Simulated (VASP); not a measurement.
Set up this calculation in VASP 6.6.1, as the native input.

- Task: single point
- Functional: r2SCAN
- Potentials or basis: VASP PAW PBE potentials, release 64 (Ti_sv)
- Cutoff: 520 eV
- k mesh: 15 × 15 × 14
- Occupations: gaussian, width 0.1 eV
- Spin: no spin polarisation
- Dipole correction: no
- Further INCAR settings: ALGO = Normal; EDIFF = 1e-06; NBANDS = 12

Crystal: Ti.

```
Ti
1.0
     2.78616    0.00000    0.00135
    -1.39308    2.41288    0.00000
     1.39429    0.80499    2.44106
Ti
1
Direct
  0.00000 0.00000 0.00000
```

The input as run:

POSCAR

```
Ti
1.0
    2.7861564918     -0.0000001898      0.0013534401
   -1.3930784103      2.4128825855      0.0000000000
    1.3942909394      0.8049942492      2.4410616764
Ti
1
Direct
    0.0000000000      0.0000000000      0.0000000000
```

INCAR.step1

```
ALGO     = Normal         # electronic algorithm
EDIFF    = 1E-4           # SCF threshold, eV
ENCUT    = 520            # plane-wave cutoff, eV
GGA      = PE             # functional
ISMEAR   = 0              # smearing method
LASPH    = T              # aspherical terms in the spheres
LCHARG   = F              # write CHGCAR
LREAL    = F              # projectors in reciprocal space
LWAVE    = T              # write WAVECAR
NBANDS   = 12             # bands
NELM     = 60             # most SCF steps
PREC     = Accurate       # precision mode
SIGMA    = 0.1            # smearing width, eV
```

INCAR.step2

```
ALGO     = Normal         # electronic algorithm
EDIFF    = 1E-6           # SCF threshold, eV
ENCUT    = 520            # plane-wave cutoff, eV
ISIF     = 2              # what is computed and relaxed
ISMEAR   = 0              # smearing method
ISTART   = 1            
LASPH    = T              # aspherical terms in the spheres
LCHARG   = F              # write CHGCAR
LMIXTAU  = T            
LREAL    = F              # projectors in reciprocal space
LWAVE    = F              # write WAVECAR
METAGGA  = R2SCAN         # meta-GGA
NBANDS   = 12             # bands
NELM     = 60             # most SCF steps
PREC     = Accurate       # precision mode
SIGMA    = 0.1            # smearing width, eV
```

KPOINTS

```
k-points
0
Gamma
  15 15 14
```

Potentials or basis: VASP PAW PBE potentials, release 64 (Ti_sv).

The run is started by

```console
$ cat potpaw_PBE.64/Ti_sv/POTCAR > POTCAR
$ cp INCAR.step1 INCAR
$ mpirun -np 1 vasp_std > vasp.out
$ cp INCAR.step2 INCAR
$ mpirun -np 1 vasp_std > vasp.out
```

It gave:

The pressure is 7.2 GPa and the band gap on the k mesh is zero (bands 6 and 7 overlap by 1.17 eV).

Caveat: the stress differs along the axes, from 0 to 11 GPa; the PAW data sets were made with another functional, which shifts forces and pressure a little.

Run time: 12 min on 1 thread of Intel Xeon 8259CL, on a shared host, peak memory 0.28 GiB.
